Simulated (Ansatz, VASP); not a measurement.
# TePb in VASP and in Ansatz

```
Te Pb
1.0
     0.00000    3.22700    3.38835
     3.22700    0.00000    3.38835
     3.22700    3.22700    0.00000
Te Pb
1 1
Cartesian
  3.2270 3.2270 3.3883
  0.0000 0.0000 0.0000
```

Change from the starting cell: strain +0.000 along x and y, +0.050 along z, atoms carried along.

Alike in both runs: task single point; functional r2SCAN; k mesh 8 × 8 × 8; occupations gaussian, width 0.05 eV; no spin polarisation.

|  | VASP | Ansatz |
| --- | --- | --- |
| version | VASP 6.6.1 | Ansatz 0.2.0 |
| potentials or method | VASP PAW PBE potentials, release 64 (Te, Pb_d), cutoff 520 eV | scalar-relativistic, plane waves, PAW |
| valence electrons in the cell | 20 | 30 |

```csv
,VASP,Ansatz,Ansatz less VASP
gap on the k mesh at the Fermi level (eV),0.99,0.99,-0.003
least direct gap on the mesh (eV),0.99,0.99,-0.003
pressure (GPa),-0.2,-0.2,+0.01
"traceless stress, the component that is largest in VASP (GPa)",-3.03,-3.02,+0.008
```

VASP's potentials were made for PBE, not for r2SCAN. VASP's potentials hold 20 valence electrons a cell and Ansatz's 30, so a difference there can come from the potentials and not from the codes.

Spin-orbit coupling is off throughout.
